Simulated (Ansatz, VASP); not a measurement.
# Two plane-wave programs on SrVO3

```
CELL_PARAMETERS angstrom
3.84090 0.00000 0.00000
0.00000 3.84090 0.00000
0.00000 0.00000 3.84090
ATOMIC_POSITIONS crystal
Sr 0.50000 0.50000 0.50000
V 0.00000 0.00000 0.00000
O 0.00000 0.00000 0.50000
O 0.00000 0.50000 0.00000
O 0.50000 0.00000 0.00000
```

Alike in both runs: task single point; functional PBE; k mesh 7 × 7 × 7; occupations gaussian, width 0.014 eV; collinear spin.

|  | VASP | Ansatz |
| --- | --- | --- |
| version | VASP 6.6.1 | Ansatz 0.2.0 |
| potentials or method | VASP PAW PBE potentials, release 64 (Sr_sv, V_sv, O) | Ansatz PAW |
| plane-wave cutoff (eV) | 520 | 420 |
| valence electrons in the cell | 41 | 41 |

Ansatz gave:

| Property | Result |
| --- | --- |
| gap on the k mesh at the Fermi level (eV) | none |
| pressure (GPa) | 2.4 |
| net moment per atom (μB) | 0.02 |
| size of the moment on the site where the two differ most (μB) | 0.08 |

**Question.** Which values does VASP return?

**Answer.** gap on the k mesh at the Fermi level (eV): none; pressure (GPa): 3.2; net moment per atom (μB): 0.02; size of the moment on the site where the two differ most (μB): 0.10.

Site moments also hang on the region over which each program counts them. A gap of «none» marks a metal or a gap that the smearing closes.
